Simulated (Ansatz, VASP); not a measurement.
**Two plane-wave programs on Au**

Contents of INCAR:

```
SYSTEM = Au
ALGO = Fast
EDIFF = 1E-7
ENCUT = 520
GGA = PS
ISIF = 2
ISMEAR = 0
LASPH = .TRUE.
LCHARG = .FALSE.
LREAL = .FALSE.
LWAVE = .FALSE.
NBANDS = 12
NELM = 100
PREC = Accurate
SIGMA = 0.15
```

Contents of KPOINTS:

```
k-points
0
G
  20 20 20
  0 0 0
```

File POSCAR:

```
Au
1.0
   -1.6572690000      1.6572690000      1.6324099650
    1.6572690000     -1.6572690000      1.6324099650
    1.6572690000      1.6572690000     -1.6324099650
Au
1
Direct
    0.0000000000      0.0000000000      0.0000000000
```

Input for Ansatz:

```yaml
crystal:
  lattice:
    - [-1.657269, 1.657269, 1.632409965]
    - [1.657269, -1.657269, 1.632409965]
    - [1.657269, 1.657269, -1.632409965]
  atoms:
    - { symbol: Au, position: [0.0, 0.0, 0.0] }
basis:
  ecutwfc: 420
kpoints:
  mp_grid: { grid: [20, 20, 20] }
hamiltonian:
  xc: pbesol
scf:
  occupations: { method: gaussian, width: 0.15 }
output:
  forces: true
  stress: true
  eigenvalues: true
```

Change from the starting cell: strain -0.0150 x Voigt [0, 0, 1, 0, 0, 0], atoms carried along.

Alike in both runs: task single point; functional PBEsol; k mesh 20 × 20 × 20; occupations gaussian, width 0.15 eV; no spin polarisation.

|  | VASP | Ansatz |
| --- | --- | --- |
| version | VASP 6.6.1 | Ansatz 0.2.0 |
| potentials or method | VASP PAW PBE potentials, release 64 (Au), cutoff 520 eV | scalar-relativistic, plane waves, PAW |
| valence electrons in the cell | 11 | 19 |

Ansatz gave:

```
gap on the k mesh at the Fermi level (eV) : none
pressure (GPa)                            : -7.6
```

Question: Which values does VASP return?

Answer: gap on the k mesh at the Fermi level (eV): none; pressure (GPa): -7.8.

VASP's potentials were made for PBE, not for PBEsol. A gap of «none» marks a metal or a gap that the smearing closes. VASP's potentials hold 11 valence electrons a cell and Ansatz's 19, so a difference there can come from the potentials and not from the codes.

Neither program's run includes spin-orbit coupling.
